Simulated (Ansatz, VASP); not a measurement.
## Cu: VASP beside Ansatz

The input INCAR:

```
SYSTEM = Cu
ALGO = Normal
EDIFF = 1E-6
ENCUT = 520
GGA = PS
ISIF = 2
ISMEAR = 0
LASPH = .True.
LCHARG = .True.
LELF = .True.
LREAL = .False.
LVHAR = .True.
LWAVE = .False.
NBANDS = 12
NELM = 60
PREC = Accurate
SIGMA = 0.15
```

The input KPOINTS:

```
k-points
0
Gamma
  24 24 24
  0 0 0
```

Contents of POSCAR:

```
Cu
1.0
   -0.7591024326      1.5182048651      1.5182048651
    1.5182048651     -0.7591024326      1.5182048651
    1.5182048651      1.5182048651     -0.7591024326
Cu
1
Direct
    0.0000000000      0.0000000000      0.0000000000
```

Input for Ansatz:

```yaml
crystal:
  lattice:
    - [-0.7591024326, 1.5182048651, 1.5182048651]
    - [1.5182048651, -0.7591024326, 1.5182048651]
    - [1.5182048651, 1.5182048651, -0.7591024326]
  atoms:
    - { symbol: Cu, position: [0.0, 0.0, 0.0] }
basis:
  ecutwfc: 420
kpoints:
  mp_grid: { grid: [24, 24, 24] }
hamiltonian:
  xc: pbesol
scf:
  occupations: { method: gaussian, width: 0.15 }
output:
  forces: true
  stress: true
  eigenvalues: true
```

Alike in both runs: task single point; functional PBEsol; k mesh 24 × 24 × 24; occupations gaussian, width 0.15 eV; no spin polarisation.

|  | VASP | Ansatz |
| --- | --- | --- |
| version | VASP 6.6.1 | Ansatz 0.2.0 |
| potentials or method | VASP PAW PBE potentials, release 64 (Cu), cutoff 520 eV | scalar-relativistic, plane waves, PAW |
| valence electrons in the cell | 11 | 19 |

|  | VASP | Ansatz | Ansatz less VASP |
| --- | --- | --- | --- |
| gap on the k mesh at the Fermi level (eV) | none | none | - |
| pressure (GPa) | 17.8 | 17.1 | -0.76 |

VASP's potentials were made for PBE, not for PBEsol. A gap of «none» marks a metal or a gap that the smearing closes. VASP's potentials hold 11 valence electrons a cell and Ansatz's 19, so a difference there can come from the potentials and not from the codes.
